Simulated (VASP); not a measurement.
# W3S in VASP: notebook

The runs below take W3S through single point, with PBE.

Everything below comes from runs of VASP 6.6.1. Logs are shortened: lines on timing, memory, paths and dates and some standing lists are left out, and cuts for length are marked.

## (1) The cell of the first run

The cell holds a slab with vacuum, 4 atoms: a = 2.855 Å, b = 2.855 Å, c = 20.197 Å, α = 90.00°, β = 90.00°, γ = 120.00°.

## (2) Single point, PBE

Contents of INCAR:

```
SYSTEM = W3S
ALGO = Normal
DIPOL = 0.5 0.5 0.367
EDIFF = 1E-6
ENCUT = 520
GGA = PE
IDIPOL = 3
ISIF = 2
ISMEAR = 0
LASPH = .TRUE.
LCHARG = .FALSE.
LDIPOL = .TRUE.
LREAL = .FALSE.
LWAVE = .FALSE.
NBANDS = 32
NELM = 60
PREC = Accurate
SIGMA = 0.1
```

Contents of KPOINTS:

```
k-points
0
G
  9 9 1
  0 0 0
```

Contents of POSCAR:

```
W3S
1.0
    2.8547213223      0.0000000000      0.0000000000
   -1.4273606611      2.4722611858      0.0000000000
    0.0000000000      0.0000000000     20.1973423488
W S
3 1
Direct
    0.6666666667      0.3333333333      0.1980458583
    0.3333333333      0.6666666666      0.3143385345
    0.0000000000      0.0000000000      0.4306181575
    0.0000000000      0.5000000000      0.5242773656
```

Potentials or basis: VASP PAW PBE potentials, release 64 (W_sv, S).

Command:

```sh
> cat potpaw_PBE.64/W_sv/POTCAR potpaw_PBE.64/S/POTCAR > POTCAR
> mpirun -np 1 vasp_std > vasp.out
```

OUTCAR:

```text
SYSTEM = W3S
   EDIFF = 1E-6
   ENCUT = 520
   GGA = PE
   ISIF = 2
   ISMEAR = 0
   LASPH = .TRUE.
   LREAL = .FALSE.
   NELM = 60
   PREC = Accurate

 ion  position               nearest neighbor table
   1  0.667  0.333  0.198-   2 2.87   2 2.87   2 2.87
   2  0.333  0.667  0.314-   3 2.87   3 2.87   3 2.87   1 2.87   1 2.87   1 2.87
   3  0.000  0.000  0.431-   4 2.37   4 2.37   2 2.87   2 2.87   2 2.87   4 3.11   4 3.11
   4  0.000  0.500  0.524-   3 2.37   3 2.37   3 3.11   3 3.11

  LATTYP: Found a hexagonal cell.
 ALAT       =     2.8547213223
 C/A-ratio  =     7.0750662038

  Lattice vectors:

 A1 = (   2.8547213223,   0.0000000000,   0.0000000000)
 A2 = (  -1.4273606611,   2.4722611858,   0.0000000000)
 A3 = (   0.0000000000,   0.0000000000,  20.1973423488)

Analysis of symmetry for initial positions (statically):
=====================================================================
 Subroutine PRICEL returns:
 Original cell was already a primitive cell.

 Routine SETGRP: Setting up the symmetry group for a
 hexagonal supercell.

 Subroutine GETGRP returns: Found  2 space group operations
 (whereof  2 operations were pure point group operations)
 out of a pool of 24 trial point group operations.

The static configuration has the point symmetry C_1h.

Analysis of symmetry for dynamics (positions and initial velocities):
=====================================================================
 Subroutine PRICEL returns:
 Original cell was already a primitive cell.

 Routine SETGRP: Setting up the symmetry group for a
 hexagonal supercell.

 Subroutine GETGRP returns: Found  2 space group operations
 (whereof  2 operations were pure point group operations)
 out of a pool of 24 trial point group operations.

The dynamic configuration has the point symmetry C_1h.

 Subroutine INISYM returns: Found  2 space group operations
 (whereof  2 operations are pure point group operations),
 and found     1 'primitive' translations

----------------------------------------------------------------------------------------

                                     Primitive cell

  volume of cell :     142.5451

  direct lattice vectors                    reciprocal lattice vectors
     2.854721322  0.000000000  0.000000000     0.350296890  0.202244004  0.000000000
    -1.427360661  2.472261186  0.000000000     0.000000000  0.404488007  0.000000000
     0.000000000  0.000000000 20.197342349     0.000000000  0.000000000  0.049511465

  length of vectors
     2.854721322  2.854721322 20.197342349     0.404488007  0.404488007  0.049511465

  position of ions in fractional coordinates (direct lattice)
     0.666666667  0.333333333  0.198045858
     0.333333333  0.666666667  0.314338535
     0.000000000  0.000000000  0.430618157
     1.000000000  0.500000000  0.524277366

  ion indices of the primitive-cell ions
   primitive index   ion index
                 1           1
                 2           2
                 3           3
                 4           4

----------------------------------------------------------------------------------------

 KPOINTS: k-points

Automatic generation of k-mesh.
 Grid dimensions read from file:
 generate k-points for:    9    9    1

 Generating k-lattice:

  Cartesian coordinates                     Fractional coordinates (reciprocal lattice)
     0.038921877  0.022471556  0.000000000     0.111111111 -0.000000000  0.000000000
     0.000000000  0.044943112  0.000000000     0.000000000  0.111111111  0.000000000
     0.000000000  0.000000000  0.049511465     0.000000000  0.000000000  1.000000000

  Length of vectors
     0.044943112  0.044943112  0.049511465

  Shift w.r.t. Gamma in fractional coordinates (k-lattice)
     0.000000000  0.000000000  0.000000000

 Subroutine IBZKPT returns following result:
 ===========================================

 Found     25 irreducible k-points:

 Following reciprocal coordinates:
            Coordinates               Weight
  0.000000  0.000000  0.000000      1.000000
  0.111111  0.000000  0.000000      2.000000
  0.000000  0.111111  0.000000      4.000000
  0.222222  0.000000  0.000000      2.000000
  0.000000  0.222222  0.000000      4.000000
  0.333333  0.000000  0.000000      2.000000
[... 16 lines left out ...]
 -0.222222 -0.444444  0.000000      4.000000
  0.444444  0.333333  0.000000      4.000000
   k-points           NKPTS =     25   k-points in BZ     NKDIM =     25   number of bands    NBANDS=     32
   number of dos      NEDOS =    301   number of ions     NIONS =      4
   total plane-waves  NPLWV =  86400
   dimension x,y,z NGX =    24 NGY =   24 NGZ =  150
   dimension x,y,z NGXF=    48 NGYF=   48 NGZF=  300
   ions per type =               3   1
   NGX,Y,Z   is equivalent  to a cutoff of  13.98, 13.98, 12.35 a.u.
   NGXF,Y,Z  is equivalent  to a cutoff of  27.95, 27.95, 24.69 a.u.
 SYSTEM =  W3S
   PREC   = accura    normal or accurate (medium, high low for compatibility)
   ISTART =      0    job   : 0-new  1-cont  2-samecut
   ICHARG =      2    charge: 1-file 2-atom 10-const
   ISPIN  =      1    spin polarized calculation?
   LNONCOLLINEAR =      F non collinear calculations
   LSORBIT =      F    spin-orbit coupling
   LASPH  =      T    aspherical Exc in radial PAW
   ENCUT  =  520.0 eV  38.22 Ry    6.18 a.u.   5.31  5.31 37.55*2*pi/ulx,y,z
   NELM   =     60;   NELMIN=  2; NELMDL= -5     # of ELM steps
   EDIFF  = 0.1E-05   stopping-criterion for ELM
   LREAL  =      F    real-space projection
   EDIFFG = 0.1E-04   stopping-criterion for IOM
   NSW    =      0    number of steps for IOM
   IBRION =     -1    ionic relax: 0-MD 1-quasi-New 2-CG
   NFREE  =      0    steps in history (QN), initial steepest desc. (CG)
   ISIF   =      2    stress and relaxation
   ISYM   =      2    0-nonsym 1-usesym 2-fastsym
   POTIM  = 0.5000    time-step for ionic-motion
   TEBEG  =    0.0;   TEEND  =   0.0 temperature during run
   PSTRESS=    0.0 pullay stress
   NELECT =      48.0000    total number of electrons
   NUPDOWN=      -1.0000    fix difference up-down
   EMIN   =  10.00;   EMAX   =-10.00  energy-range for DOS
   EFERMI =   0.00;   METHOD = LEGACY
   ISMEAR =     0;   SIGMA  =   0.10  broadening in eV -4-tet -1-fermi 0-gaus
   EFERMI_NEDOS =   21; number of points for ismear=-14 and -15
   IALGO  =     38    algorithm
   IMIX   =      4    mixing-type and parameters
     AMIX     =   0.40;   BMIX     =  1.00
     AMIX_MAG =   1.60;   BMIX_MAG =  1.00
  volume/ion in A,a.u.               =      35.64       240.49
  Fermi-wavevector in a.u.,A,eV,Ry     =   1.138950  2.152303 17.649559  1.297206
  Thomas-Fermi vector in A             =   2.275653
   LORBIT       =      0    0 simple, 1 ext, 2 COOP (PROOUT), +10 PAW based schemes
   GGA     = PE    functional components
   LHFCALC =     F    Hartree Fock is set to
   AEXX    =    0.0000 exact exchange contribution
   IVDW    =     0    specifies the selected vdW correction
   LEPSILON=     F    determine dielectric tensor
   LRPA    =     F    only Hartree local field effects (RPA)
 non-spin polarized calculation
 Gauss-broadening in eV      SIGMA  =   0.10
  energy-cutoff  :      520.00
  volume of cell :      142.55
 maximum number of plane-waves:      3867
 NGX is ok and might be reduce to    24
   NGX = 11   NGY = 11   NGZ = 75

 dipolmoment           0.000000      0.000000      0.405332 electrons x Angstroem

 number of electron      48.0000001 magnetization

 dipolmoment           0.000000      0.000000     -0.018673 electrons x Angstroem

 Free energy of the ion-electron system (eV)
  ---------------------------------------------------
  ext. energy  EPLUGINS =         0.00000000
  ---------------------------------------------------
  free energy    TOTEN  =       -40.27677153 eV

  energy without entropy =      -40.25337750  energy(sigma->0) =      -40.26507452

 E-fermi :   1.9488     XC(G=0):  -6.6336

 val. band max:        1.9461029672   @ k =  -0.2222   0.4444   0.0000
 cond. band min:       1.9507908642   @ k =   0.3333   0.2222   0.0000
 fundamental gap:      0.0046878970
 Fermi energy:         1.9488419088

 k-point     1 :       0.0000    0.0000    0.0000
  band No.  band energies     occupation
      1     -72.1569      2.00000
      2     -71.8520      2.00000
      3     -71.8021      2.00000
      4     -36.6707      2.00000
      5     -36.2969      2.00000
      6     -35.9766      2.00000
[... 24 lines left out ...]
     31       4.7120      0.00000
     32       5.4277      0.00000

 k-point     2 :       0.1111    0.0000    0.0000
  band No.  band energies     occupation
      1     -72.1486      2.00000
      2     -71.8429      2.00000
      3     -71.7955      2.00000
      4     -36.6430      2.00000
      5     -36.2891      2.00000
      6     -36.0849      2.00000
[... 24 lines left out ...]
     31       4.8409      0.00000
     32       5.4174      0.00000

 k-point     3 :       0.0000    0.1111    0.0000
  band No.  band energies     occupation
      1     -72.1485      2.00000
      2     -71.8429      2.00000
      3     -71.7954      2.00000
      4     -36.6413      2.00000
      5     -36.2897      2.00000
      6     -36.0548      2.00000
[... 24 lines left out ...]
     31       4.6960      0.00000
     32       5.4102      0.00000

 k-point     4 :       0.2222    0.0000    0.0000
  band No.  band energies     occupation
      1     -72.1272      2.00000
      2     -71.8192      2.00000
      3     -71.7789      2.00000
      4     -36.5793      2.00000
      5     -36.3708      2.00000
      6     -36.2498      2.00000
[... 654 lines left out ...]
     31       6.6785      0.00000
     32       8.7400      0.00000

 k-point    23 :      -0.2222   -0.4444    0.0000
  band No.  band energies     occupation
      1     -72.0794      2.00000
      2     -71.7623      2.00000
      3     -71.7465      2.00000
      4     -36.7165      2.00000
      5     -36.5017      2.00000
      6     -36.4020      2.00000
[... 24 lines left out ...]
     31       6.5907      0.00000
     32       8.4487      0.00000

 k-point    24 :       0.4444    0.3333    0.0000
  band No.  band energies     occupation
      1     -72.0795      2.00000
      2     -71.7624      2.00000
      3     -71.7465      2.00000
      4     -36.7254      2.00000
      5     -36.4904      2.00000
      6     -36.4075      2.00000
[... 24 lines left out ...]
     31       6.5591      0.00000
     32       8.8697      0.00000

 [... further k-points ...]

------------------------ aborting loop because EDIFF is reached ----------------------------------------

 vacuum level on the upper side and lower side of the slab       (xc-potential included)        -0.412         0.039

  FORCE on cell =-STRESS in cart. coord.  units (eV):
  Direction    XX          YY          ZZ          XY          YZ          ZX
  --------------------------------------------------------------------------------------
  -------------------------------------------------------------------------------------
  Total       -0.5534381     -0.5555164      0.3689499      0.0017998     -0.0286541     -0.0496308
  in kB       -6.2205298     -6.2438890      4.1469198      0.0202297     -0.3220667     -0.5578400
  external PRESSURE =      -2.7724997 kB  Pullay stress =       0.0000000 kB

 VOLUME and BASIS-vectors are now :
 -----------------------------------------------------------------------------
  energy-cutoff  :      520.00
  volume of cell :      142.55
      direct lattice vectors                 reciprocal lattice vectors
     2.854721322  0.000000000  0.000000000     0.350296890  0.202244004  0.000000000
    -1.427360661  2.472261186  0.000000000     0.000000000  0.404488007  0.000000000
     0.000000000  0.000000000 20.197342349     0.000000000  0.000000000  0.049511465

 POSITION                                       TOTAL-FORCE (eV/Angst)
 -----------------------------------------------------------------------------------
      1.42736      0.82409      4.00000         0.014834      0.008564     -0.114647
      0.00000      1.64817      6.34880         0.096306      0.055603      0.071515
      0.00000      0.00000      8.69734        -0.241372     -0.139356      0.021479
     -0.71368      1.23613     10.58901         0.130232      0.075190      0.021653
 -----------------------------------------------------------------------------------
    total drift:                                0.000012      0.000007      0.000488

  FREE ENERGIE OF THE ION-ELECTRON SYSTEM (eV)
  ---------------------------------------------------
  free  energy   TOTEN  =       -40.2767715298 eV

  energy  without entropy=      -40.2533775041  energy(sigma->0) =      -40.26507452

 vacuum level on the upper side and lower side of the slab         6.476         6.917
```

It took 5.4 min on 1 thread of Intel Xeon 8259CL, shared host; peak memory 0.32 GiB.

Results:

```yaml
Free_energy: -40.2768 eV
Largest_force: 0.280 eV/Å
Band_gap_on_the_k_mesh: zero (band 24 reaches 2.44 eV, above the bottom of band 25 at 1.73 eV)
```

Forces in eV/Å, atoms in the order of the input:
```
W    0.015  0.009 -0.115
W    0.096  0.056  0.072
W   -0.241 -0.139  0.021
S    0.130  0.075  0.022
```

Caveat: spin-orbit coupling is left out, which moves the levels of the heavy elements.

[end of part 1 of 2]
